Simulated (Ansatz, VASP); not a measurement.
**Two plane-wave programs on SiB2**

```
Si B
1.0
     4.11457    0.00000    0.00000
     0.00000    4.11457    0.00000
     0.00000    0.00000    4.96487
Si B
2 4
Direct
  0.50000 0.50000 0.00000
  0.00000 0.00000 0.50000
  0.13607 0.36393 0.25000
  0.86393 0.63607 0.25000
  0.36393 0.86393 0.75000
  0.63607 0.13607 0.75000
```

Alike in both runs: functional PBE; k mesh 10 × 10 × 8; occupations gaussian, width 0.1 eV; no spin polarisation.

Ansatz relaxed the structure, and its values are those at the end. VASP's run is a single point on that final structure, the one shown.

```csv
,VASP,Ansatz
version,VASP 6.6.1,Ansatz 0.2.0
potentials or method,"VASP PAW PBE potentials, release 64 (Si, B), cutoff 500 eV","scalar-relativistic, plane waves, PAW"
valence electrons in the cell,20,20
```

```csv
,VASP,Ansatz,Ansatz less VASP
gap on the k mesh at the Fermi level (eV),none,none,-
pressure (GPa),0.0,0.0,+0.03
rms of the force components (eV/Å),0.005,0.004,-0.0013
```

A gap of «none» marks a metal or a gap that the smearing closes.
